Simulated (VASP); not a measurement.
# HC12 in VASP: a series of runs

HC12 is run at these levels: PBEsol; tasks: single point.

All numbers are computed with VASP 6.6.1; they aren't measurements. Logs are shortened: lines on timing, memory, paths and dates and some standing lists are left out, and cuts for length are marked.

## 1. The cell of the first run

The cell holds a slab with vacuum, 13 atoms: a = 4.917 Å, b = 3.888 Å, c = 20.211 Å, α = 90.00°, β = 90.00°, γ = 80.90°.

## 2. Single point, PBEsol, collinear spin

Contents of INCAR:

```
PREC = Accurate ; ENCUT = 520
EDIFF = 1E-6 ; ISMEAR = 0
SIGMA = 0.05 ; LREAL = False
LASPH = True ; NELM = 150
ALGO = Normal ; ISIF = 2
LWAVE = False ; LCHARG = True
ISPIN = 2 ; MAGMOM = 0 0 0 0 0 0 0 0 0 0 0 0 1
LORBIT = 11 ; LDIPOL = True
IDIPOL = 3 ; DIPOL = 0.5 0.5 0.328
GGA = PS ; LELF = True
LVHAR = True ; LVACPOTAV = True
NBANDS = 40
```

Contents of KPOINTS:

```
regular mesh
0
Gamma
  6 7 1
```

Contents of POSCAR:

```
HC12
1.0
    4.9173188109      0.0000000000      0.0000000000
    0.6146780514      3.8391258797      0.0000000000
    0.0000000000      0.0000000000     20.2108743161
C H
12 1
Direct
    0.3590054871      0.1281660241      0.1979132588
    0.8590054871      0.1281660241      0.1979132588
    0.1025532572      0.1794433159      0.2316595767
    0.6025532572      0.1794433159      0.2316595767
    0.0897848593      0.2819706941      0.2991343083
    0.5897848593      0.2819706941      0.2991343083
    0.3334002075      0.3331078549      0.3318096857
    0.8334002075      0.3331078549      0.3318096857
    0.3193211503      0.4460785665      0.4022878746
    0.8193211503      0.4460785665      0.4022878746
    0.0634071465      0.4935789343      0.4309993808
    0.5634071465      0.4935789343      0.4309993808
    0.3134071465      0.7435789343      0.4745280722
```

Potentials or basis: VASP PAW PBE potentials, release 64 (C, H).

Run with:

```console
$ cat potpaw_PBE.64/C/POTCAR potpaw_PBE.64/H/POTCAR > POTCAR
$ mpirun -np 1 vasp_std > vasp.out
```

OUTCAR:

```text
PREC = Accurate
   ENCUT = 520
   EDIFF = 1E-6
   ISMEAR = 0
   LREAL = False
   LASPH = True
   NELM = 150
   ISIF = 2
   ISPIN = 2
   LORBIT = 11
   GGA = PS

 ion  position               nearest neighbor table
   1  0.359  0.128  0.198-   4 1.42   3 1.42
   2  0.859  0.128  0.198-   3 1.42   4 1.42
   3  0.103  0.179  0.232-   2 1.42   5 1.42   1 1.42
   4  0.603  0.179  0.232-   1 1.42   6 1.42   2 1.42
   5  0.090  0.282  0.299-   8 1.41   7 1.41   3 1.42
   6  0.590  0.282  0.299-   7 1.41   8 1.41   4 1.42
   7  0.333  0.333  0.332-   6 1.41   5 1.41   9 1.49
   8  0.833  0.333  0.332-   5 1.41   6 1.41  10 1.49
   9  0.319  0.446  0.402-  11 1.37  12 1.37   7 1.49
  10  0.819  0.446  0.402-  12 1.37  11 1.37   8 1.49
  11  0.063  0.494  0.431-   9 1.37  10 1.37
  12  0.563  0.494  0.431-  10 1.37   9 1.37
  13  0.313  0.744  0.475-

  LATTYP: Found a simple monoclinic cell.
 ALAT       =     3.8880221999
 B/A-ratio  =     5.1982404618
 C/A-ratio  =     1.2647352711
 COS(beta)  =    -0.1580953039

  Lattice vectors:

 A1 = (   0.6146780514,   3.8391258797,   0.0000000000)
 A2 = (   0.0000000000,   0.0000000000, -20.2108743161)
 A3 = (  -4.9173188109,   0.0000000000,   0.0000000000)

Analysis of symmetry for initial positions (statically):
=====================================================================
 Subroutine PRICEL returns:
 Original cell was already a primitive cell.

 Routine SETGRP: Setting up the symmetry group for a
 simple monoclinic supercell.

 Subroutine GETGRP returns: Found  1 space group operations
 (whereof  1 operations were pure point group operations)
 out of a pool of  4 trial point group operations.

The static configuration has the point symmetry C_1 .

Analysis of symmetry for dynamics (positions and initial velocities):
=====================================================================
 Subroutine PRICEL returns:
 Original cell was already a primitive cell.

 Routine SETGRP: Setting up the symmetry group for a
 simple monoclinic supercell.

 Subroutine GETGRP returns: Found  1 space group operations
 (whereof  1 operations were pure point group operations)
 out of a pool of  4 trial point group operations.

The dynamic configuration has the point symmetry C_1 .

Analysis of structural, dynamic, and magnetic symmetry:
=====================================================================
 Subroutine PRICEL returns:
 Original cell was already a primitive cell.

 Routine SETGRP: Setting up the symmetry group for a
 simple monoclinic supercell.

 Subroutine GETGRP returns: Found  1 space group operations
 (whereof  1 operations were pure point group operations)
 out of a pool of  4 trial point group operations.

The overall configuration has the point symmetry C_1 .

 Subroutine INISYM returns: Found  1 space group operations
 (whereof  1 operations are pure point group operations),
 and found     1 'primitive' translations

----------------------------------------------------------------------------------------

                                     Primitive cell

  volume of cell :     381.5450

  direct lattice vectors                    reciprocal lattice vectors
     4.917318811  0.000000000  0.000000000     0.203362857 -0.032560194  0.000000000
     0.614678051  3.839125880  0.000000000     0.000000000  0.260475960  0.000000000
     0.000000000  0.000000000 20.210874316     0.000000000  0.000000000  0.049478315

  length of vectors
     4.917318811  3.888022200 20.210874316     0.205952950  0.260475960  0.049478315

  position of ions in fractional coordinates (direct lattice)
     0.359005487  0.128166024  0.197913259
     0.859005487  0.128166024  0.197913259
     0.102553257  0.179443316  0.231659577
     0.602553257  0.179443316  0.231659577
     0.089784859  0.281970694  0.299134308
     0.589784859  0.281970694  0.299134308
     0.333400207  0.333107855  0.331809686
     0.833400207  0.333107855  0.331809686
     0.319321150  0.446078566  0.402287875
     0.819321150  0.446078566  0.402287875
     0.063407146  0.493578934  0.430999381
     0.563407146  0.493578934  0.430999381
     0.313407146  0.743578934  0.474528072

  ion indices of the primitive-cell ions
   primitive index   ion index
                 1           1
                 2           2
                 3           3
                 4           4
                 5           5
                 6           6
                 7           7
                 8           8
[... 37 lines left out ...]
  0.500000  0.000000  0.000000      1.000000
  0.000000  0.142857  0.000000      2.000000
  0.166667  0.142857  0.000000      2.000000
[... 14 lines left out ...]
 -0.333333  0.428571  0.000000      2.000000
 -0.166667  0.428571  0.000000      2.000000
   k-points           NKPTS =     22   k-points in BZ     NKDIM =     22   number of bands    NBANDS=     40
   number of dos      NEDOS =    301   number of ions     NIONS =     13
   total plane-waves  NPLWV = 180000
   dimension x,y,z NGX =    40 NGY =   30 NGZ =  150
   dimension x,y,z NGXF=    80 NGYF=   60 NGZF=  300
   ions per type =              12   1
   NGX,Y,Z   is equivalent  to a cutoff of  13.52, 12.83, 12.34 a.u.
   NGXF,Y,Z  is equivalent  to a cutoff of  27.05, 25.66, 24.68 a.u.
 SYSTEM =  unknown system
   PREC   = accura    normal or accurate (medium, high low for compatibility)
   ISTART =      0    job   : 0-new  1-cont  2-samecut
   ICHARG =      2    charge: 1-file 2-atom 10-const
   ISPIN  =      2    spin polarized calculation?
   LNONCOLLINEAR =      F non collinear calculations
   LSORBIT =      F    spin-orbit coupling
   LASPH  =      T    aspherical Exc in radial PAW
   ENCUT  =  520.0 eV  38.22 Ry    6.18 a.u.   9.14  7.23 37.58*2*pi/ulx,y,z
   NELM   =    150;   NELMIN=  2; NELMDL= -5     # of ELM steps
   EDIFF  = 0.1E-05   stopping-criterion for ELM
   LREAL  =      F    real-space projection
   EDIFFG = 0.1E-04   stopping-criterion for IOM
   NSW    =      0    number of steps for IOM
   IBRION =     -1    ionic relax: 0-MD 1-quasi-New 2-CG
   NFREE  =      0    steps in history (QN), initial steepest desc. (CG)
   ISIF   =      2    stress and relaxation
   ISYM   =      2    0-nonsym 1-usesym 2-fastsym
   POTIM  = 0.5000    time-step for ionic-motion
   TEBEG  =    0.0;   TEEND  =   0.0 temperature during run
   PSTRESS=    0.0 pullay stress
   NELECT =      49.0000    total number of electrons
   NUPDOWN=      -1.0000    fix difference up-down
   EMIN   =  10.00;   EMAX   =-10.00  energy-range for DOS
   EFERMI =   0.00;   METHOD = LEGACY
   ISMEAR =     0;   SIGMA  =   0.05  broadening in eV -4-tet -1-fermi 0-gaus
   EFERMI_NEDOS =   21; number of points for ismear=-14 and -15
   IALGO  =     38    algorithm
   IMIX   =      4    mixing-type and parameters
     AMIX     =   0.40;   BMIX     =  1.00
     AMIX_MAG =   1.60;   BMIX_MAG =  1.00
  volume/ion in A,a.u.               =      29.35       198.06
  Fermi-wavevector in a.u.,A,eV,Ry     =   0.825959  1.560835  9.281997  0.682208
  Thomas-Fermi vector in A             =   1.937907
   LORBIT       =     11    0 simple, 1 ext, 2 COOP (PROOUT), +10 PAW based schemes
   GGA     = PS    functional components
   LHFCALC =     F    Hartree Fock is set to
   AEXX    =    0.0000 exact exchange contribution
   IVDW    =     0    specifies the selected vdW correction
   LEPSILON=     F    determine dielectric tensor
   LRPA    =     F    only Hartree local field effects (RPA)
 spin polarized calculation
 Gauss-broadening in eV      SIGMA  =   0.05
  energy-cutoff  :      520.00
  volume of cell :      381.55
 maximum number of plane-waves:     10303
 NGX is ok and might be reduce to    40
   NGX = 19   NGY = 15   NGZ = 75

 dipolmoment           0.000000      0.000000      0.091063 electrons x Angstroem

 number of electron      48.9999997 magnetization       0.3848534

 dipolmoment           0.000000      0.000000     -0.037250 electrons x Angstroem

 Free energy of the ion-electron system (eV)
  ---------------------------------------------------
  ext. energy  EPLUGINS =         0.00000000
  ---------------------------------------------------
  free energy    TOTEN  =      -105.40719356 eV

  energy without entropy =     -105.39824782  energy(sigma->0) =     -105.40272069

 E-fermi :  -3.3234     XC(G=0):  -3.8695

 val. band max:       -3.3241122418   @ k =   0.5000   0.4286   0.0000
 cond. band min:      -3.3136566505   @ k =  -0.3333   0.2857   0.0000
 fundamental gap:      0.0104555913
 Fermi energy:        -3.3233817393

 spin component 1

 k-point     1 :       0.0000    0.0000    0.0000
  band No.  band energies     occupation
      1     -22.1315      1.00000
      2     -20.4744      1.00000
      3     -18.0879      1.00000
      4     -17.9279      1.00000
      5     -17.8201      1.00000
      6     -16.2838      1.00000
[... 847 lines left out ...]
     35       5.2091      0.00000
     36       5.3342      0.00000
 Fermi energy:        -3.3233817393

 spin component 2

 k-point     1 :       0.0000    0.0000    0.0000
  band No.  band energies     occupation
      1     -22.1098      1.00000
      2     -20.4284      1.00000
      3     -18.0526      1.00000
      4     -17.9169      1.00000
      5     -17.7929      1.00000
      6     -16.1917      1.00000
[... 847 lines left out ...]
     35       5.2188      0.00000
     36       5.3282      0.00000
 [bands above 36 left out]

------------------------ aborting loop because EDIFF is reached ----------------------------------------

  FORCE on cell =-STRESS in cart. coord.  units (eV):
  Direction    XX          YY          ZZ          XY          YZ          ZX
  --------------------------------------------------------------------------------------
  -------------------------------------------------------------------------------------
  Total       -0.4327377     -0.9520356      3.2387825      1.7843358      1.0628662      1.8675680
  in kB       -1.8171445     -3.9977713     13.6002393      7.4927518      4.4631691      7.8422592
  external PRESSURE =       2.5951078 kB  Pullay stress =       0.0000000 kB

 VOLUME and BASIS-vectors are now :
 -----------------------------------------------------------------------------
  energy-cutoff  :      520.00
  volume of cell :      381.55
      direct lattice vectors                 reciprocal lattice vectors
     4.917318811  0.000000000  0.000000000     0.203362857 -0.032560194  0.000000000
     0.614678051  3.839125880  0.000000000     0.000000000  0.260475960  0.000000000
     0.000000000  0.000000000 20.210874316     0.000000000  0.000000000  0.049478315

 POSITION                                       TOTAL-FORCE (eV/Angst)
 -----------------------------------------------------------------------------------
      1.84413      0.49205      4.00000        -0.062535      0.604474      2.093479
      4.30278      0.49205      4.00000         0.040964      0.533063      1.993156
      0.61459      0.68891      4.68204         0.000003     -0.955660     -3.377364
      3.07325      0.68891      4.68204         0.000580     -1.063797     -3.690352
      0.61482      1.08252      6.04577         0.111105      0.314634      0.984947
      3.07348      1.08252      6.04577        -0.091306      0.417037      1.190925
      1.84419      1.27884      6.70616        -0.235076     -0.187304      0.724672
      4.30285      1.27884      6.70616         0.032577      0.063488      0.717969
      1.84440      1.71255      8.13059        -0.140163     -1.985407     -3.862176
      4.30306      1.71255      8.13059         0.295723     -0.301163     -1.094520
      0.61519      1.89491      8.71087         1.003199      1.326465      1.564316
      3.07384      1.89491      8.71087        -2.665911      2.751809      2.852143
      1.99818      2.85469      9.59063         1.710839     -1.517640     -0.097196
 -----------------------------------------------------------------------------------
    total drift:                                0.000010     -0.000246      0.000256

  FREE ENERGIE OF THE ION-ELECTRON SYSTEM (eV)
  ---------------------------------------------------
  free  energy   TOTEN  =      -105.4071935608 eV

  energy  without entropy=     -105.3982478177  energy(sigma->0) =     -105.40272069

 vacuum level on the upper side and lower side of the slab         2.852         3.209

 total charge

# of ion       s       p       d       tot
------------------------------------------
    1        0.919   1.512   0.000   2.431
    2        0.919   1.512   0.000   2.431
    3        0.864   1.775   0.000   2.639
    4        0.865   1.772   0.000   2.637
    5        0.869   1.781   0.000   2.651
    6        0.873   1.775   0.000   2.648
    7        0.867   1.754   0.000   2.621
    8        0.865   1.745   0.000   2.610
    9        0.881   1.785   0.000   2.666
   10        0.866   1.791   0.000   2.656
   11        0.899   1.627   0.000   2.526
   12        0.884   1.638   0.000   2.522
   13        0.360   0.011   0.000   0.371
--------------------------------------------------
tot         10.931  20.479   0.000  31.410

 magnetization (x)

# of ion       s       p       d       tot
------------------------------------------
    1        0.003  -0.000   0.000   0.002
    2        0.003   0.000   0.000   0.003
    3       -0.000  -0.001   0.000  -0.001
    4       -0.001   0.003   0.000   0.002
    5       -0.001  -0.006   0.000  -0.007
    6       -0.001   0.002   0.000   0.001
    7        0.001   0.004   0.000   0.004
    8        0.004   0.020   0.000   0.023
    9       -0.001  -0.001   0.000  -0.002
   10        0.002   0.004   0.000   0.006
   11        0.022   0.144   0.000   0.166
   12        0.009   0.039   0.000   0.048
   13       -0.013   0.001   0.000  -0.012
--------------------------------------------------
tot          0.027   0.208   0.000   0.235
```

Run time: 15 min. Hardware: 1 thread of AMD EPYC 9R45 (Zen 5), shared host; peak memory 0.8 GiB.

What came out:

```
Free energy                                           : -105.4072 eV
Largest force                                         : 4.776 eV/Å
Net moment                                            : 0.38 μB per cell
Site moments                                          : C +0.00, -0.00, -0.01, +0.02, +0.01, +0.17, +0.05 (each value once); H -0.01 μB
Valence electrons inside the program's atomic spheres : C 2.43, 2.64, 2.65, 2.62, 2.61, 2.67, 2.66, 2.53, 2.52 (each value once); H 0.37
```

Forces in eV/Å, atoms in the order of the input:
```
C   -0.063  0.604  2.093
C    0.041  0.533  1.993
C    0.000 -0.956 -3.377
C    0.001 -1.064 -3.690
C    0.111  0.315  0.985
C   -0.091  0.417  1.191
C   -0.235 -0.187  0.725
C    0.033  0.063  0.718
C   -0.140 -1.985 -3.862
C    0.296 -0.301 -1.095
C    1.003  1.326  1.564
C   -2.666  2.752  2.852
H    1.711 -1.518 -0.097
```

Caveat: the PAW data sets were made with another functional, which shifts forces and pressure a little.

(Continued in part 2 of 2.)
